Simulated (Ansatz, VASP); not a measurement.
## CuSn: VASP beside Ansatz

```xyz
4
Lattice="4.0740 0.0000 0.0000 -2.0370 3.5281 0.0000 0.0000 0.0000 4.9202" Properties=species:S:1:pos:R:3 pbc="T T T"
Cu    0.0000    0.0000    0.0000
Cu    0.0000    0.0000    2.4601
Sn    0.0000    2.3521    1.2301
Sn    2.0370    1.1760    3.6902
```

Alike in both runs: functional LDA; k mesh 12 × 12 × 8; occupations gaussian, width 0.1 eV; no spin polarisation.

Ansatz relaxed the structure, and its values are those at the end. VASP's run is a single point on that final structure, the one shown.

```csv
,VASP,Ansatz
version,VASP 6.6.1,Ansatz 0.2.0
potentials or method,"VASP PAW LDA potentials, release 64 (Cu, Sn_d), cutoff 520 eV","scalar-relativistic, plane waves, PAW"
valence electrons in the cell,50,66
```

Ansatz gave:

```
gap on the k mesh at the Fermi level (eV) : none
pressure (GPa)                            : 0.0
```

Q: What did VASP give for the same quantities?

A: gap on the k mesh at the Fermi level (eV): none; pressure (GPa): 0.3.

LDA's correlation is that of Perdew and Zunger in VASP and of Perdew and Wang (1992) in Ansatz. A gap of «none» marks a metal or a gap that the smearing closes. VASP's potentials hold 50 valence electrons a cell and Ansatz's 66, so a difference there can come from the potentials and not from the codes.
